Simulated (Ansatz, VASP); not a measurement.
# ZnSe: VASP beside Ansatz

File POSCAR:

```
ZnSe
1.0
    0.0000000000      3.0595808523      2.9462630429
    3.0595808523      0.0000000000      2.9462630429
    3.0595808523      3.0595808523      0.0000000000
Zn Se
1 1
Direct
    0.0000000000      0.0000000000      0.0000000000
    0.7500000000      0.7500000000      0.7500000000
```

INCAR.step1

```
  PREC = Accurate
  ENCUT = 520
  ISMEAR = 0
  SIGMA = 0.05
  LREAL = F
  LASPH = T
  NELM = 80
  NBANDS = 16
  GGA = PE
  ALGO = Normal
  EDIFF = 1E-4
  LWAVE = T
  LCHARG = F
```

INCAR.step2

```
  PREC = Accurate
  ENCUT = 520
  EDIFF = 1E-7
  ISMEAR = 0
  SIGMA = 0.05
  LREAL = F
  LASPH = T
  NELM = 80
  ALGO = Normal
  ISIF = 2
  LWAVE = F
  LCHARG = T
  METAGGA = R2SCAN
  LMIXTAU = T
  LELF = T
  LVHAR = T
  NBANDS = 16
  ISTART = 1
```

The input KPOINTS:

```
Automatic mesh
0
Gamma
  8 8 8
```

Input for Ansatz:

```yaml
crystal:
  lattice:
    - [0.0, 3.0595808523, 2.9462630429]
    - [3.0595808523, 0.0, 2.9462630429]
    - [3.0595808523, 3.0595808523, 0.0]
  atoms:
    - { symbol: Zn, position: [0.0, 0.0, 0.0] }
    - { symbol: Se, position: [0.75, 0.75, 0.75] }
basis:
  ecutwfc: 500
kpoints:
  mp_grid: { grid: [8, 8, 8] }
hamiltonian:
  xc: r2scan
scf:
  occupations: { method: gaussian, width: 0.05 }
output:
  forces: true
  stress: true
  eigenvalues: true
```

Change from the starting cell: strain +0.080 along x and y, +0.040 along z, atoms carried along.

Alike in both runs: task single point; functional r2SCAN; k mesh 8 × 8 × 8; occupations gaussian, width 0.05 eV; no spin polarisation.

|  | VASP | Ansatz |
| --- | --- | --- |
| version | VASP 6.6.1 | Ansatz 0.2.0 |
| potentials or method | VASP PAW PBE potentials, release 64 (Zn, Se), cutoff 520 eV | scalar-relativistic, plane waves, PAW |
| valence electrons in the cell | 18 | 28 |

Ansatz gave:

- gap on the k mesh at the Fermi level (eV): 1.02
- least direct gap on the mesh (eV): 1.02
- pressure (GPa): -8.2
- traceless stress, the component that is largest in VASP (GPa): 0.90

**Question.** Which values does VASP return?

**Answer.** gap on the k mesh at the Fermi level (eV): 1.01; least direct gap on the mesh (eV): 1.01; pressure (GPa): -8.2; traceless stress, the component that is largest in VASP (GPa): 0.93.

VASP's potentials were made for PBE, not for r2SCAN. With one functional, cell and mesh, what is left measures potentials, basis and numerics. VASP's potentials hold 18 valence electrons a cell and Ansatz's 28, so a difference there can come from the potentials and not from the codes.
